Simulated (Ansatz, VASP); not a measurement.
**SrTiO3: VASP beside Ansatz**

```
Sr Ti O
1.0
     3.85181    0.00000    0.00000
     0.00000    3.85181    0.00000
     0.00000    0.00000    3.85181
Sr Ti O
1 1 3
Direct
  0.50000 0.50000 0.50000
  0.00000 0.00000 0.00000
  0.50000 0.00000 0.00000
  0.00000 0.50000 0.00000
  0.00000 0.00000 0.50000
```

Alike in both runs: task single point; functional PBEsol; k mesh 8 × 8 × 8; occupations gaussian, width 0.02 eV; no spin polarisation.

```csv
,VASP,Ansatz
version,VASP 6.6.1,Ansatz 0.2.0
potentials or method,"VASP PAW PBE potentials, release 64 (Sr_sv, Ti_sv, O), cutoff 520 eV","scalar-relativistic, plane waves, PAW"
valence electrons in the cell,40,40
```

Ansatz gave:

- gap on the k mesh at the Fermi level (eV): 1.91
- least direct gap on the mesh (eV): 2.22
- pressure (GPa): 6.1

Task: What did VASP give for the same quantities?

Result: gap on the k mesh at the Fermi level (eV): 1.87; least direct gap on the mesh (eV): 2.20; pressure (GPa): 6.8.

VASP's potentials were made for PBE, not for PBEsol. The functional is the same, so the differences come from potentials, cutoffs and numerics.
